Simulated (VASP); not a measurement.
## BiRu (rocksalt type): single point with LDA+U

BiRu (rocksalt type):

```
CELL_PARAMETERS angstrom
0.00000 2.51810 2.51810
2.51810 0.00000 2.51810
2.51810 2.51810 0.00000
ATOMIC_POSITIONS crystal
Ru 0.00000 0.00000 0.00000
Bi 0.50000 0.50000 0.50000
```

| Item | Value |
| --- | --- |
| Program | VASP 6.6.1 |
| Task | single point |
| Functional | LDA |
| Potentials or basis | VASP PAW LDA potentials, release 64 (Ru_pv, Bi_d) |
| Cutoff | 520 eV |
| k mesh | 13 × 13 × 13 |
| Occupations | gaussian, width 0.001 eV |
| Spin | no spin polarisation |
| Hubbard terms | Ru d U = 3.0 eV |
| Dipole correction | no |
| Further INCAR settings | ALGO = Normal; EDIFF = 1e-06; NBANDS = 22 |

```
Pressure               : 51.8 GPa
Band gap on the k mesh : zero (an odd number of electrons rules out a gap without spin polarisation)
```

Levels at points of the mesh, in eV from the Fermi level:
| k point | band 10 | band 11 | band 12 | band 13 | band 14 | band 15 | band 16 | band 17 | band 18 | band 19 |
| --- | --- | --- | --- | --- | --- | --- | --- | --- | --- | --- |
| (0.00, 0.00, 0.00) | -2.60 | -2.60 | -2.60 | -1.39 | -1.39 | 3.18 | 3.18 | 3.18 | 6.68 | 9.32 |

Eigenvalues of the final occupation matrices:
```csv
site,spin,trace,eigenvalues
site 1 d,1,3.40,0.57 0.57 0.75 0.75 0.75
site 1 d,2,3.40,0.57 0.57 0.75 0.75 0.75
```

Run time: 64 s on 1 thread of AMD EPYC 7R43 64-Core Processor (Zen 3) (shared host), peak memory 0.14 GiB.

Caveat: the cell stands under pressure; spin-orbit coupling is left out, which moves the levels of the heavy elements; U without spin polarisation on a metal has little footing; the U is typed as a test and isn't derived for this compound.
